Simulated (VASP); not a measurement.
# Cr3Ni (Fm-3m) in VASP: single point with LDA

Aim: the single point of Cr3Ni with LDA.

Everything below comes from runs of VASP 6.6.1. Logs are shortened: lines on timing, memory, paths and dates and some standing lists are left out, and cuts for length are marked.

## (1) The cell of the first run

The structure is cubic, space group Fm-3m (No. 225). Conventional cell: a = 5.760 Å, b = 5.760 Å, c = 5.760 Å, α = 90.00°, β = 90.00°, γ = 90.00°. Cr (site symmetry -43m) has 10 Cr at 2.49 to 2.88 Å and 4 Ni at 2.49 Å within 3.3 Å. Within 3.3 Å of Cr (site symmetry m-3m) lie 8 Cr at 2.49 Å and 6 Ni at 2.88 Å. Within 3.3 Å of Ni (site symmetry m-3m) lie 14 Cr at 2.49 to 2.88 Å.

## (2) Single point, LDA, collinear spin, ferromagnetic start

File INCAR:

```
PREC = Accurate ; ENCUT = 700
EDIFF = 1E-6 ; ISMEAR = -1
SIGMA = 0.05 ; LREAL = F
LASPH = T ; NELM = 200
ALGO = Normal ; ISIF = 2
LWAVE = F ; LCHARG = F
ISPIN = 2 ; MAGMOM = 2.1 2.1 2.1 1
LORBIT = 11 ; LMAXMIX = 4
NBANDS = 42 ; GGA_COMPAT = F
```

File KPOINTS:

```
regular mesh
0
Gamma
  6 6 6
```

File POSCAR:

```
Cr3Ni
1.0
    0.0000000000      2.8799330000      2.8799330000
    2.8799330000      0.0000000000      2.8799330000
    2.8799330000      2.8799330000      0.0000000000
Cr Ni
3 1
Direct
    0.7500000000      0.7500000000      0.7500000000
    0.2500000000      0.2500000000      0.2500000000
    0.5000000000      0.5000000000      0.5000000000
    0.0000000000      0.0000000000      0.0000000000
```

Potentials or basis: VASP PAW LDA potentials, release 64 (Cr_sv, Ni_sv_GW).

Started as:

```console
cat potpaw_LDA.64/Cr_sv/POTCAR potpaw_LDA.64/Ni_sv_GW/POTCAR > POTCAR
mpirun -np 1 vasp_std > vasp.out
```

OUTCAR:

```text
PREC = Accurate
   ENCUT = 700
   EDIFF = 1E-6
   ISMEAR = -1
   LREAL = F
   LASPH = T
   NELM = 200
   ISIF = 2
   ISPIN = 2
   LORBIT = 11

 ion  position               nearest neighbor table
   1  0.750  0.750  0.750-   3 2.49   3 2.49   3 2.49   4 2.49   4 2.49   4 2.49   3 2.49   4 2.49

   2  0.250  0.250  0.250-   4 2.49   4 2.49   3 2.49   4 2.49   3 2.49   3 2.49   4 2.49   3 2.49

   3  0.500  0.500  0.500-   2 2.49   2 2.49   1 2.49   2 2.49   1 2.49   1 2.49   2 2.49   1 2.49

   4  0.000  0.000  0.000-   1 2.49   1 2.49   1 2.49   2 2.49   2 2.49   2 2.49   1 2.49   2 2.49

  LATTYP: Found a face centered cubic cell.
 ALAT       =     5.7598660000

  Lattice vectors:

 A1 = (   0.0000000000,   2.8799330000,   2.8799330000)
 A2 = (   2.8799330000,   0.0000000000,   2.8799330000)
 A3 = (   2.8799330000,   2.8799330000,   0.0000000000)

Analysis of symmetry for initial positions (statically):
=====================================================================
 Subroutine PRICEL returns:
 Original cell was already a primitive cell.

 Routine SETGRP: Setting up the symmetry group for a
 face centered cubic supercell.

 Subroutine GETGRP returns: Found 48 space group operations
 (whereof 48 operations were pure point group operations)
 out of a pool of 48 trial point group operations.

The static configuration has the point symmetry O_h .

Analysis of symmetry for dynamics (positions and initial velocities):
=====================================================================
 Subroutine PRICEL returns:
 Original cell was already a primitive cell.

 Routine SETGRP: Setting up the symmetry group for a
 face centered cubic supercell.

 Subroutine GETGRP returns: Found 48 space group operations
 (whereof 48 operations were pure point group operations)
 out of a pool of 48 trial point group operations.

The dynamic configuration has the point symmetry O_h .

Analysis of structural, dynamic, and magnetic symmetry:
=====================================================================
 Subroutine PRICEL returns:
 Original cell was already a primitive cell.

 Routine SETGRP: Setting up the symmetry group for a
 face centered cubic supercell.

 Subroutine GETGRP returns: Found 48 space group operations
 (whereof 48 operations were pure point group operations)
[... 121 lines left out ...]
   LORBIT       =     11    0 simple, 1 ext, 2 COOP (PROOUT), +10 PAW based schemes
   GGA     = CA    functional components
   LHFCALC =     F    Hartree Fock is set to
   AEXX    =    0.0000 exact exchange contribution
   IVDW    =     0    specifies the selected vdW correction
   LEPSILON=     F    determine dielectric tensor
   LRPA    =     F    only Hartree local field effects (RPA)
 spin polarized calculation
  energy-cutoff  :      700.00
  volume of cell :       47.77
 maximum number of plane-waves:      2044
   NGX = 17   NGY = 17   NGZ = 17

 number of electron      59.9999976 magnetization       0.0133081

 Free energy of the ion-electron system (eV)
  ---------------------------------------------------
  ext. energy  EPLUGINS =         0.00000000
  ---------------------------------------------------
  free energy    TOTEN  =       -38.27182828 eV

  energy without entropy =      -38.20745307  energy(sigma->0) =      -38.23964067

 E-fermi :  11.4077     XC(G=0): -13.8413

 val. band max:       11.3927527778   @ k =   0.5000   0.0000   0.0000
 cond. band min:      11.4302401920   @ k =  -0.3333   0.3333   0.1667
 fundamental gap:      0.0374874142
 Fermi energy:        11.4077156033

 spin component 1

 k-point     1 :       0.0000    0.0000    0.0000
  band No.  band energies     occupation
      1     -90.9266      1.00000
      2     -59.5292      1.00000
      3     -59.4236      1.00000
      4     -59.2526      1.00000
      5     -51.9211      1.00000
      6     -51.9211      1.00000
[... 709 lines left out ...]
     41      21.0741      0.00000
     42      21.6066      0.00000
 Fermi energy:        11.4077156033

 spin component 2

 k-point     1 :       0.0000    0.0000    0.0000
  band No.  band energies     occupation
      1     -90.9246      1.00000
      2     -59.5249      1.00000
      3     -59.4170      1.00000
      4     -59.2537      1.00000
      5     -51.9192      1.00000
      6     -51.9192      1.00000
[... 709 lines left out ...]
     41      21.0763      0.00000
     42      21.6085      0.00000

------------------------ aborting loop because EDIFF is reached ----------------------------------------

  FORCE on cell =-STRESS in cart. coord.  units (eV):
  Direction    XX          YY          ZZ          XY          YZ          ZX
  --------------------------------------------------------------------------------------
  -------------------------------------------------------------------------------------
  Total       -7.2832851     -7.2832851     -7.2832851     -0.0000000     -0.0000000      0.0000000
  in kB     -244.2647182   -244.2647182   -244.2647182     -0.0000000     -0.0000000      0.0000000
  external PRESSURE =    -244.2647182 kB  Pullay stress =       0.0000000 kB

 VOLUME and BASIS-vectors are now :
 -----------------------------------------------------------------------------
  energy-cutoff  :      700.00
  volume of cell :       47.77
      direct lattice vectors                 reciprocal lattice vectors
     0.000000000  2.879933000  2.879933000    -0.173615150  0.173615150  0.173615150
     2.879933000  0.000000000  2.879933000     0.173615150 -0.173615150  0.173615150
     2.879933000  2.879933000  0.000000000     0.173615150  0.173615150 -0.173615150

 POSITION                                       TOTAL-FORCE (eV/Angst)
 -----------------------------------------------------------------------------------
      4.31990      4.31990      4.31990         0.000000      0.000000      0.000000
      1.43997      1.43997      1.43997        -0.000000     -0.000000     -0.000000
      2.87993      2.87993      2.87993         0.000000     -0.000000     -0.000000
      0.00000      0.00000      0.00000         0.000000     -0.000000     -0.000000
 -----------------------------------------------------------------------------------
    total drift:                                0.000000      0.000000      0.000000

  FREE ENERGIE OF THE ION-ELECTRON SYSTEM (eV)
  ---------------------------------------------------
  free  energy   TOTEN  =       -38.2718282805 eV

  energy  without entropy=      -38.2074530669  energy(sigma->0) =      -38.23964067

 total charge

# of ion       s       p       d       f       tot
--------------------------------------------------
    1        2.177   6.008   3.545   0.000  11.730
    2        2.177   6.008   3.545   0.000  11.730
    3        2.197   6.002   3.585   0.000  11.784
    4        2.265   6.348   7.791   0.004  16.407
--------------------------------------------------
tot          8.816  24.366  18.466   0.004  51.652

 magnetization (x)

# of ion       s       p       d       f       tot
--------------------------------------------------
    1        0.000   0.000   0.007   0.000   0.007
    2        0.000   0.000   0.007   0.000   0.007
    3       -0.000   0.000  -0.003   0.000  -0.003
    4       -0.000   0.000   0.002   0.000   0.002
--------------------------------------------------
tot         -0.000   0.000   0.013   0.000   0.013
```

It took 5 min on 1 thread of Intel Xeon Platinum 8259CL at 2.50GHz (Skylake/Cascade Lake), shared host; peak memory 0.24 GiB.

Results:

| Quantity | Value |
| --- | --- |
| Free energy | -38.2718 eV |
| Pressure | -24.4 GPa |
| Band gap on the k mesh | zero (filled and empty bands overlap) |
| Net moment | 0.01 μB per cell |
| Valence electrons inside the program's atomic spheres | Cr 11.73, 11.78 (each value once); Ni 16.41 |

Levels at points of the mesh, in eV from the Fermi level:
Spin up:
| k point | band 27 | band 28 | band 29 | band 30 | band 31 | band 32 | band 33 | band 34 |
| --- | --- | --- | --- | --- | --- | --- | --- | --- |
| (0.00, 0.00, 0.00) | -1.11 | -1.11 | -0.47 | -0.47 | 1.33 | 1.33 | 1.51 | 1.51 |
| (0.50, 0.00, 0.00) | -1.83 | -1.82 | -0.02 | -0.02 | 0.53 | 0.53 | 1.01 | 1.19 |
| (0.50, 0.50, 0.00) | -0.76 | -0.36 | -0.36 | -0.22 | 0.48 | 0.76 | 0.83 | 0.83 |
Spin down:
| k point | band 26 | band 27 | band 28 | band 29 | band 30 | band 31 | band 32 | band 33 | band 34 | band 35 |
| --- | --- | --- | --- | --- | --- | --- | --- | --- | --- | --- |
| (0.00, 0.00, 0.00) | -1.10 | -1.10 | -1.10 | -0.47 | -0.47 | 1.33 | 1.33 | 1.52 | 1.52 | 1.79 |
| (0.50, 0.00, 0.00) | -1.83 | -1.83 | -1.82 | -0.01 | -0.01 | 0.53 | 0.53 | 1.01 | 1.19 | 1.19 |
| (0.50, 0.50, 0.00) | -1.10 | -0.76 | -0.36 | -0.36 | -0.22 | 0.48 | 0.77 | 0.83 | 0.83 | 1.11 |

Caveat: the cell stands under tension; the moments typed at the start vanished in this run.

The gap in the log of VASP goes by the Fermi energy; the results here count the filled bands.